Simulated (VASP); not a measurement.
# Cr (P6_3/mmc) in VASP: further runs, part 2 of 2

VASP 6.6.1. The steps go on from the part before.

### Step 4. Single point, LDA, collinear spin, antiferromagnetic start (9.82 Å³/atom)

This run uses another cell than the first one, of 9.82 Å³/atom.

INCAR reads:

```
  PREC = Accurate
  ENCUT = 500
  EDIFF = 1E-6
  ISMEAR = -1
  SIGMA = 0.05
  LREAL = False
  LASPH = True
  NELM = 200
  ALGO = Normal
  ISIF = 2
  LWAVE = False
  LCHARG = False
  ISPIN = 2
  MAGMOM = 1.5 -1.5
  LORBIT = 11
  LMAXMIX = 4
  NBANDS = 23
  GGA_COMPAT = False
```

KPOINTS reads:

```
regular mesh
0
Gamma
  17 17 8
```

POSCAR reads:

```
Cr
1.0
    2.3313288329      0.0000000000      0.0000000000
   -1.1656644164      2.0189899938      0.0000000000
    0.0000000000      0.0000000000      4.1716862937
Cr
2
Direct
    0.3333333333      0.6666666667      0.2500000000
    0.6666666667      0.3333333333      0.7500000000
```

Potentials or basis: VASP PAW LDA potentials, release 64 (Cr_pv).

Started as:

```bash
> cat potpaw_LDA.64/Cr_pv/POTCAR > POTCAR
> mpirun -np 1 vasp_std > vasp.out
```

OUTCAR:

```text
PREC = Accurate
   ENCUT = 500
   EDIFF = 1E-6
   ISMEAR = -1
   LREAL = False
   LASPH = True
   NELM = 200
   ISIF = 2
   ISPIN = 2
   LORBIT = 11

 ion  position               nearest neighbor table
   1  0.333  0.667  0.250-   2 2.48   2 2.48   2 2.48   2 2.48   2 2.48   2 2.48
   2  0.667  0.333  0.750-   1 2.48   1 2.48   1 2.48   1 2.48   1 2.48   1 2.48

  LATTYP: Found a hexagonal cell.
 ALAT       =     2.3313288329
 C/A-ratio  =     1.7894027796

  Lattice vectors:

 A1 = (   2.3313288329,   0.0000000000,   0.0000000000)
 A2 = (  -1.1656644164,   2.0189899938,   0.0000000000)
 A3 = (   0.0000000000,   0.0000000000,   4.1716862937)

Analysis of symmetry for initial positions (statically):
=====================================================================
 Subroutine PRICEL returns:
 Original cell was already a primitive cell.

 Routine SETGRP: Setting up the symmetry group for a
 hexagonal supercell.

 Subroutine GETGRP returns: Found 24 space group operations
 (whereof 12 operations were pure point group operations)
 out of a pool of 24 trial point group operations.

The static configuration has the point symmetry D_3d.
 The point group associated with its full space group is D_6h.

Analysis of symmetry for dynamics (positions and initial velocities):
=====================================================================
 Subroutine PRICEL returns:
 Original cell was already a primitive cell.

 Routine SETGRP: Setting up the symmetry group for a
 hexagonal supercell.

 Subroutine GETGRP returns: Found 24 space group operations
 (whereof 12 operations were pure point group operations)
 out of a pool of 24 trial point group operations.

The dynamic configuration has the point symmetry D_3d.
 The point group associated with its full space group is D_6h.

Analysis of structural, dynamic, and magnetic symmetry:
[... 152 lines left out ...]
 number of electron      23.9999995 magnetization      -0.0000000

 Free energy of the ion-electron system (eV)
  ---------------------------------------------------
  ext. energy  EPLUGINS =         0.00000000
  ---------------------------------------------------
  free energy    TOTEN  =       -20.07685649 eV

  energy without entropy =      -20.05295444  energy(sigma->0) =      -20.06490547

 E-fermi :  13.1067     XC(G=0): -14.9547

 val. band max:       13.1051623590   @ k =   0.3529   0.1176   0.5000
 cond. band min:      13.1083257820   @ k =   0.2353  -0.0000   0.0000
 fundamental gap:      0.0031634231
 Fermi energy:        13.1067314108

 spin component 1

 k-point     1 :       0.0000    0.0000    0.0000
  band No.  band energies     occupation
      1     -30.0777      1.00000
      2     -28.7890      1.00000
      3     -28.5894      1.00000
      4     -28.5894      1.00000
      5     -28.4732      1.00000
      6     -28.4732      1.00000
[... 613 lines left out ...]
     22      30.1123      0.00000
     23      30.9728      0.00000

 [... further k-points ...]

 spin component 2

 k-point     1 :       0.0000    0.0000    0.0000
  band No.  band energies     occupation
      1     -30.0777      1.00000
      2     -28.7890      1.00000
      3     -28.5894      1.00000
      4     -28.5894      1.00000
      5     -28.4732      1.00000
      6     -28.4732      1.00000
[... 613 lines left out ...]
     22      30.1123      0.00000
     23      30.9728      0.00000

 [... further k-points ...]

------------------------ aborting loop because EDIFF is reached ----------------------------------------

  FORCE on cell =-STRESS in cart. coord.  units (eV):
  Direction    XX          YY          ZZ          XY          YZ          ZX
  --------------------------------------------------------------------------------------
  -------------------------------------------------------------------------------------
  Total        5.8511949      5.8511949      5.2493813      0.0000000      0.0000000      0.0000000
  in kB      477.4257109    477.4257109    428.3209871      0.0000000      0.0000000      0.0000000
  external PRESSURE =     461.0574696 kB  Pullay stress =       0.0000000 kB

 VOLUME and BASIS-vectors are now :
 -----------------------------------------------------------------------------
  energy-cutoff  :      500.00
  volume of cell :       19.64
      direct lattice vectors                 reciprocal lattice vectors
     2.331328833  0.000000000  0.000000000     0.428939919  0.247648578  0.000000000
    -1.165664416  2.018989994  0.000000000     0.000000000  0.495297155  0.000000000
     0.000000000  0.000000000  4.171686294     0.000000000  0.000000000  0.239711217

 POSITION                                       TOTAL-FORCE (eV/Angst)
 -----------------------------------------------------------------------------------
     -0.00000      1.34599      1.04292         0.000000      0.000000      0.000000
      1.16566      0.67300      3.12876        -0.000000      0.000000      0.000000
 -----------------------------------------------------------------------------------
    total drift:                               -0.000000      0.000000     -0.000000

  FREE ENERGIE OF THE ION-ELECTRON SYSTEM (eV)
  ---------------------------------------------------
  free  energy   TOTEN  =       -20.0768564935 eV

  energy  without entropy=      -20.0529544423  energy(sigma->0) =      -20.06490547

 total charge

# of ion       s       p       d       tot
------------------------------------------
    1        0.494   6.484   4.513  11.492
    2        0.494   6.484   4.513  11.492
--------------------------------------------------
tot          0.989  12.969   9.027  22.984

 magnetization (x)

# of ion       s       p       d       tot
------------------------------------------
    1        0.000   0.000   0.000   0.000
    2       -0.000  -0.000  -0.000  -0.000
--------------------------------------------------
tot          0.000   0.000   0.000   0.000
```

stdout:

```text
POSCAR found type information on POSCAR Cr
 POSCAR found :  1 types and       2 ions
 scaLAPACK will be used
 LDA part: xc-table for (Slater(with rela. corr.)+CA(PZ))
 , standard interpolation
 POSCAR, INCAR and KPOINTS ok, starting setup
 FFT: planning ... GRIDC
 FFT: planning ... GRID_SOFT
 FFT: planning ... GRID
 WAVECAR not read
 entering main loop
```

It took 3.3 min on 1 thread of Intel Xeon 8259CL, shared host; peak memory 0.2 GiB.

Results:

```
Free energy                                           : -20.0769 eV
Pressure                                              : 46.1 GPa
Band gap on the k mesh                                : zero (filled and empty bands overlap)
Net moment                                            : 0.00 μB per cell
Valence electrons inside the program's atomic spheres : Cr 11.49
```

Caveat: the cell stands under pressure; an empty level that is flat over the whole mesh can mark a ghost state of the potentials, or a narrow d or f band; the moments typed at the start vanished in this run.

### Step 5. Single point, LDA, collinear spin, antiferromagnetic start (10.26 Å³/atom)

This run uses another cell than the first one, of 10.26 Å³/atom.

INCAR reads:

```
SYSTEM = Cr
PREC = Accurate
ENCUT = 500
EDIFF = 1E-6
ISMEAR = -1
SIGMA = 0.05
LREAL = .False.
LASPH = .True.
NELM = 200
ALGO = Normal
ISIF = 2
LWAVE = .False.
LCHARG = .False.
ISPIN = 2
MAGMOM = 1.5 -1.5
LORBIT = 11
LMAXMIX = 4
NBANDS = 23
GGA_COMPAT = .False.
```

KPOINTS reads:

```
Automatic mesh
0
Gamma
  17 17 8
  0 0 0
```

POSCAR reads:

```
Cr
1.0
    2.3661299163      0.0000000000      0.0000000000
   -1.1830649582      2.0491286162      0.0000000000
    0.0000000000      0.0000000000      4.2339594492
Cr
2
Direct
    0.3333333333      0.6666666667      0.2500000000
    0.6666666667      0.3333333333      0.7500000000
```

Started as:

```bash
> cat potpaw_LDA.64/Cr_pv/POTCAR > POTCAR
> mpirun -np 1 vasp_std > vasp.out
```

Run time: 4 min. Hardware: 1 thread of Intel Xeon 8259CL, shared host; peak memory 0.2 GiB.

Results (log left out):

```
Free energy                                           : -20.2814 eV
Pressure                                              : 27.5 GPa
Band gap on the k mesh                                : zero (filled and empty bands overlap)
Net moment                                            : 0.00 μB per cell
Valence electrons inside the program's atomic spheres : Cr 11.37
```

Stress tensor (GPa, compression positive):
```
28.48  0.00  0.00
 0.00 28.48  0.00
 0.00  0.00 25.47
```

Levels at points of the mesh, in eV from the Fermi level:
Spin up:
| k point | band 8 | band 9 | band 10 | band 11 | band 12 | band 13 | band 14 | band 15 | band 16 | band 17 |
| --- | --- | --- | --- | --- | --- | --- | --- | --- | --- | --- |
| (0.00, 0.00, 0.00) | -4.59 | -1.51 | -0.50 | -0.50 | -0.09 | -0.09 | 0.10 | 1.24 | 1.24 | 2.63 |
| (0.00, 0.00, 0.50) | -5.80 | -1.91 | -1.91 | -0.47 | -0.47 | -0.47 | -0.47 | 2.15 | 2.15 | 2.15 |
Spin down:
```tsv
k point	band 9	band 10	band 11	band 12	band 13	band 14	band 15	band 16
(0.00, 0.00, 0.00)	-1.51	-0.50	-0.50	-0.09	-0.09	0.10	1.24	1.24
(0.00, 0.00, 0.50)	-1.91	-1.91	-0.47	-0.47	-0.47	-0.47	2.15	2.15
```

Caveat: the cell stands under pressure; an empty level that is flat over the whole mesh can mark a ghost state of the potentials, or a narrow d or f band; the moments typed at the start vanished in this run.

### Step 6. Single point, LDA, collinear spin, antiferromagnetic start (10.71 Å³/atom)

This run uses another cell than the first one, of 10.71 Å³/atom.

INCAR reads:

```
SYSTEM = Cr
ALGO = Normal ; EDIFF = 1E-6
ENCUT = 500 ; GGA = CA
GGA_COMPAT = .FALSE. ; ISIF = 2
ISMEAR = -1 ; ISPIN = 2
LASPH = .TRUE. ; LCHARG = .TRUE.
LELF = .TRUE. ; LMAXMIX = 4
LORBIT = 11 ; LREAL = .FALSE.
LVHAR = .TRUE. ; LWAVE = .FALSE.
MAGMOM = 1.5 -1.5 ; NBANDS = 23
NELM = 200 ; PREC = Accurate
SIGMA = 0.05
```

KPOINTS reads:

```
k-points
0
G
  17 17 8
  0 0 0
```

POSCAR reads:

```
Cr
1.0
    2.3999363397      0.0000000000      0.0000000000
   -1.1999681698      2.0784058376      0.0000000000
    0.0000000000      0.0000000000      4.2944527571
Cr
2
Direct
    0.3333333333      0.6666666667      0.2500000000
    0.6666666667      0.3333333333      0.7500000000
```

Potentials or basis: VASP PAW LDA potentials, release 64 (Cr_pv).

Started as:

```bash
> cat potpaw_LDA.64/Cr_pv/POTCAR > POTCAR
> mpirun -np 1 vasp_std > vasp.out
```

OUTCAR:

```text
SYSTEM = Cr
   EDIFF = 1E-6
   ENCUT = 500
   GGA = CA
   ISIF = 2
   ISMEAR = -1
   ISPIN = 2
   LASPH = .TRUE.
   LORBIT = 11
   LREAL = .FALSE.
   NELM = 200
   PREC = Accurate

 ion  position               nearest neighbor table
   1  0.333  0.667  0.250-   2 2.56   2 2.56   2 2.56   2 2.56   2 2.56   2 2.56
   2  0.667  0.333  0.750-   1 2.56   1 2.56   1 2.56   1 2.56   1 2.56   1 2.56

  LATTYP: Found a hexagonal cell.
 ALAT       =     2.3999363397
 C/A-ratio  =     1.7894027796

  Lattice vectors:

 A1 = (   2.3999363397,   0.0000000000,   0.0000000000)
 A2 = (  -1.1999681698,   2.0784058376,   0.0000000000)
 A3 = (   0.0000000000,   0.0000000000,   4.2944527571)

Analysis of symmetry for initial positions (statically):
[... 1468 lines left out ...]
  volume of cell :       21.42
      direct lattice vectors                 reciprocal lattice vectors
     2.399936340  0.000000000  0.000000000     0.416677719  0.240568993  0.000000000
    -1.199968170  2.078405838  0.000000000     0.000000000  0.481137987  0.000000000
     0.000000000  0.000000000  4.294452757     0.000000000  0.000000000  0.232858540

 POSITION                                       TOTAL-FORCE (eV/Angst)
 -----------------------------------------------------------------------------------
     -0.00000      1.38560      1.07361        -0.000000      0.000000      0.000000
      1.19997      0.69280      3.22084         0.000000     -0.000000      0.000000
 -----------------------------------------------------------------------------------
    total drift:                               -0.000000      0.000000     -0.000000

  FREE ENERGIE OF THE ION-ELECTRON SYSTEM (eV)
  ---------------------------------------------------
  free  energy   TOTEN  =       -20.3922347605 eV

  energy  without entropy=      -20.3667730714  energy(sigma->0) =      -20.37950392

 total charge

# of ion       s       p       d       tot
------------------------------------------
    1        0.464   6.429   4.372  11.264
    2        0.464   6.429   4.372  11.264
--------------------------------------------------
tot          0.928  12.857   8.743  22.528

 magnetization (x)

# of ion       s       p       d       tot
------------------------------------------
    1        0.000   0.000   0.000   0.000
    2       -0.000  -0.000  -0.000  -0.000
--------------------------------------------------
tot          0.000   0.000   0.000   0.000
```

Wall time 3.6 min (1 thread of Intel Xeon 8259CL, shared host); peak memory 0.21 GiB.

What came out:

```yaml
Free_energy: -20.3922 eV
Pressure: 12.3 GPa
Band_gap_on_the_k_mesh: zero (filled and empty bands overlap)
Net_moment: 0.00 μB per cell
Valence_electrons_inside_the_program's_atomic_spheres: Cr 11.26
```

Levels at points of the mesh, in eV from the Fermi level:
Spin up:
| k point | band 8 | band 9 | band 10 | band 11 | band 12 | band 13 | band 14 | band 15 | band 16 | band 17 |
| --- | --- | --- | --- | --- | --- | --- | --- | --- | --- | --- |
| (0.00, 0.00, 0.00) | -4.42 | -1.41 | -0.45 | -0.45 | -0.06 | -0.06 | 0.02 | 1.18 | 1.18 | 2.49 |
| (0.00, 0.00, 0.50) | -5.74 | -1.81 | -1.81 | -0.42 | -0.42 | -0.42 | -0.42 | 2.03 | 2.03 | 2.03 |
Spin down:
```
           k point  band 9  band 10  band 11  band 12  band 13  band 14  band 15  band 16
(0.00, 0.00, 0.00)   -1.41    -0.45    -0.45    -0.06    -0.06     0.02     1.18     1.18
(0.00, 0.00, 0.50)   -1.81    -1.81    -0.42    -0.42    -0.42    -0.42     2.03     2.03
```

Caveat: the cell stands under pressure; an empty level that is flat over the whole mesh can mark a ghost state of the potentials, or a narrow d or f band; the moments typed at the start vanished in this run.
